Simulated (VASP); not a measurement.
A run of VASP 6.6.1 is set up as follows.

File POSCAR:

```
Se
1.0
    4.2926573545      0.0000000000      0.0000000000
   -2.1463286772      3.7175503187      0.0000000000
    0.0000000000      0.0000000000      5.0408504812
Se
3
Direct
    0.2284670355      0.0000000000      0.3333333333
    0.0000000000      0.2284670355      0.6666666667
    0.7715329645      0.7715329645      0.0000000000
```

File INCAR.step1:

```
  PREC = Accurate
  ENCUT = 520
  EDIFF = 1E-5
  ISMEAR = 0
  SIGMA = 0.01
  LREAL = F
  LASPH = T
  NELM = 60
  ALGO = Normal
  ISIF = 2
  LWAVE = T
  LCHARG = F
  GGA = PE
  NBANDS = 16
```

INCAR.step2

```
  PREC = Accurate
  ENCUT = 520
  EDIFF = 1E-6
  ISMEAR = 0
  SIGMA = 0.01
  LREAL = F
  LASPH = T
  NELM = 60
  ALGO = Normal
  ISIF = 2
  LWAVE = F
  LCHARG = F
  GGA = PE
  LHFCALC = T
  HFSCREEN = 0.2079
  PRECFOCK = Normal
  ISTART = 1
  NBANDS = 16
```

The input KPOINTS:

```
Automatic mesh
0
Gamma
  6 6 2
```

Potentials or basis: VASP PAW PBE potentials, release 64 (Se).

Command:

```console
$ cat potpaw_PBE.64/Se/POTCAR > POTCAR
$ cp INCAR.step1 INCAR
$ mpirun -np 1 vasp_std > vasp.out
$ cp INCAR.step2 INCAR
$ mpirun -np 1 vasp_std > vasp.out
```

(1) Predict the pressure.

(2) Predict the largest force.

Results:

(1) 0.1 GPa.

(2) 0.128 eV/Å.

Caveat: the k points lie up to 0.62 Å⁻¹ apart; the PAW data sets were made with another functional, which shifts forces and pressure a little.
